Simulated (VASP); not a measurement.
Sb: single point with r2SCAN

Crystal: Sb.

```
Sb
1.0
     3.10954    0.00000    0.00000
     0.00000    3.10954    0.00000
     0.00000    0.00000    3.10954
Sb
1
Direct
  0.00000 0.00000 0.00000
```

* Program: VASP 6.6.1
* Task: single point
* Functional: r2SCAN
* Potentials or basis: VASP PAW PBE potentials, release 64 (Sb)
* Cutoff: 520 eV
* k mesh: 18 × 18 × 18
* Occupations: gaussian, width 0.1 eV
* Spin: no spin polarisation

```
Pressure : -1.2 GPa
```

Levels at points of the mesh, in eV from the Fermi level:
| k point | band 1 | band 2 | band 3 | band 4 | band 5 | band 6 | band 7 | band 8 |
| --- | --- | --- | --- | --- | --- | --- | --- | --- |
| (0.00, 0.00, 0.00) | -12.95 | 3.39 | 3.39 | 3.39 | 7.21 | 7.21 | 9.05 | 18.37 |
| (0.50, 0.00, 0.00) | -10.41 | -5.84 | 5.49 | 5.49 | 9.28 | 11.28 | 11.93 | 11.93 |
| (0.50, 0.50, 0.00) | -7.66 | -3.78 | -3.78 | 2.48 | 7.66 | 13.40 | 13.85 | 13.85 |
| (0.50, 0.50, 0.50) | -4.54 | -1.83 | -1.83 | -1.83 | 5.16 | 5.16 | 5.16 | 7.53 |

It took 31 s on 1 thread of Intel(R) Xeon(R) 6975P-C (Granite Rapids), on a shared host, peak memory 0.18 GiB.

Caveat: the PAW data sets were made with another functional, which shifts forces and pressure a little; spin-orbit coupling is left out, which moves the levels of the heavy elements.
